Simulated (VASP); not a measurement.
Crystal: HgTe.

```
CELL_PARAMETERS angstrom
2.99252 -3.46693 0.00000
2.99252 3.46693 0.00000
0.00000 0.00000 5.79816
ATOMIC_POSITIONS crystal
Hg 0.34305 0.65695 0.75000
Hg 0.65695 0.34305 0.25000
Te 0.78481 0.21519 0.75000
Te 0.21519 0.78481 0.25000
```

| Quantity | Value |
| --- | --- |
| Program | VASP 6.6.1 |
| Task | relaxation of cell and atoms |
| Functional | PBEsol |
| Potentials or basis | VASP PAW PBE potentials, release 64 (Hg, Te) |
| Cutoff | 600 eV |
| k mesh | 4 × 4 × 4 |
| Occupations | gaussian, width 0.1 eV |
| Spin | no spin polarisation |

At the start: pressure -3.1 GPa; volume 30.08 Å³/atom.

Task: How do energy, volume and symmetry change on relaxing?

Result: Over 13 steps the energy falls by 21.4 meV/atom and the volume is 27.81 Å³/atom (-7.5 %); space group Cmcm (No. 63, to 0.1 Å) before and after.

The path:
| step | energy change (eV) | largest force (eV/Å) | pressure (GPa) | volume (Å³) |
| --- | --- | --- | --- | --- |
| 1 | 0.0000 | 0.1381 | -3.06 | 120.31 |
| 2 | -0.0696 | 0.1419 | 1.25 | 110.56 |
| 3 | -0.0795 | 0.0639 | -0.02 | 112.93 |
| 4 | -0.0794 | 0.0594 | -0.08 | 113.07 |
| 5 | -0.0802 | 0.0656 | -0.09 | 112.96 |
| 6 | -0.0812 | 0.0783 | -0.07 | 112.73 |
| 7 | -0.0811 | 0.1025 | -0.02 | 112.25 |
| 8 | -0.0815 | 0.0898 | -0.06 | 112.51 |
| 9 | -0.0820 | 0.0860 | -0.03 | 112.38 |
| 10 | -0.0834 | 0.0743 | 0.06 | 111.98 |
| 11 | -0.0849 | 0.0488 | 0.24 | 111.20 |
| 12 | -0.0850 | 0.0393 | 0.31 | 110.92 |
| 13 | -0.0858 | 0.0259 | 0.07 | 111.24 |

Final structure:
```xyz
4
Lattice="2.9499 -3.3673 0.0000 2.9499 3.3673 0.0000 0.0000 0.0000 5.5992" Properties=species:S:1:pos:R:3 pbc="T T T"
Hg    2.9499    1.0552    4.1994
Hg    2.9499   -1.0552    1.3998
Te    2.9499   -1.9763    4.1994
Te    2.9499    1.9763    1.3998
```

Caveat: the PAW data sets were made with another functional, which shifts forces and pressure a little; the relaxation stopped at a loose force limit of 0.05 eV/Å, so its end isn't a converged minimum.
